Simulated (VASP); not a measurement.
## BaTiO3: single point with PBEsol

BaTiO3:

```xyz
5
Lattice="2.8669 1.6552 2.3629 -2.8669 1.6552 2.3629 0.0000 -3.3104 2.3629" Properties=species:S:1:pos:R:3 pbc="T T T"
Ba    0.0000    0.0000   -0.0488
Ti    0.0000    0.0000    3.3955
O     0.0000    1.6151    2.4741
O    -1.3987   -0.8075    2.4741
O     1.3987   -0.8075    2.4741
```

```json
{
  "Program": "VASP 6.6.1",
  "Task": "single point",
  "Functional": "PBEsol",
  "Potentials or basis": "VASP PAW PBE potentials, release 64 (Ba_sv, Ti_sv, O)",
  "Cutoff": "520 eV",
  "k mesh": "9 × 9 × 9",
  "Occupations": "gaussian, width 0.02 eV",
  "Spin": "no spin polarisation",
  "Dipole correction": "no",
  "Further INCAR settings": "ALGO = Normal; EDIFF = 1e-06; NBANDS = 28"
}
```

| Quantity | Value |
| --- | --- |
| Pressure | -4.1 GPa |
| Largest force | 0.088 eV/Å |
| Band gap on the k mesh | 2.67 eV (least direct gap 3.14 eV) |

Forces on the atoms (eV/Å):
```
Ba   0.000  0.000  0.051
Ti   0.000  0.000  0.088
O    0.000  0.033 -0.046
O   -0.028 -0.016 -0.046
O    0.028 -0.016 -0.046
```

Stress tensor (GPa, compression positive):
```
-4.11  0.00  0.00
 0.00 -4.11  0.00
 0.00  0.00 -4.21
```

Levels at points of the mesh, in eV from the valence-band top:
```tsv
k point	band 16	band 17	band 18	band 19	band 20	band 21	band 22	band 23	band 24	band 25
(0.00, 0.00, 0.00)	-1.38	-0.95	-0.72	-0.55	-0.55	2.68	2.68	2.88	4.63	4.63
```

Wall time 2.1 min on 1 thread of Intel(R) Xeon(R) Platinum 8259CL CPU @ 2.50GHz (Skylake/Cascade Lake), on a shared host, peak memory 0.29 GiB.

Caveat: the cell stands under tension; the PAW data sets were made with another functional, which shifts forces and pressure a little; spin-orbit coupling is left out, which moves the levels of the heavy elements; an odd mesh through Γ misses points on the zone boundary, where band edges can lie.
